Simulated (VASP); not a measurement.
Runs of VASP 6.6.1 on Ba2O (antifluorite type). The structure is that of space group Fm-3m (No. 225), or close to it. The cells are those of the table. 

| cell | k mesh | gap on the mesh (eV) | pressure (GPa) |
| --- | --- | --- | --- |
| a = 4.896 Å, angles 60.0°, 3 atoms | 10 × 10 × 10 | none | 0.0 |
| a = 4.734 Å, angles 60.0°, 3 atoms | 14 × 14 × 14 | none | (a) |
| a = 4.800 Å, angles 60.0°, 3 atoms | 10 × 10 × 10 | none | 2.4 |
| a = 4.833 Å, angles 60.0°, 3 atoms | 10 × 10 × 10 | none | (b) |
| a = 4.767 Å, angles 60.0°, 3 atoms | 28 × 28 × 28 | none | 3.4 |

Alike in all rows: task single point; level PBE; potentials or basis VASP PAW PBE potentials, release 64 (Ba_sv, O); no spin polarisation; cutoff (eV) 520; smearing fermi-dirac 0.0612256 eV.

Task: Estimate the missing entries.

Result: (a) 4.5; (b) 1.5.

Caveats: spin-orbit coupling is left out, which moves the levels of the heavy elements; the cell stands under pressure (at least some runs).

A k mesh can miss the band edges, and the runs leave out spin-orbit coupling on Ba.

A gap of «none» marks levels without a gap at the run's occupations.
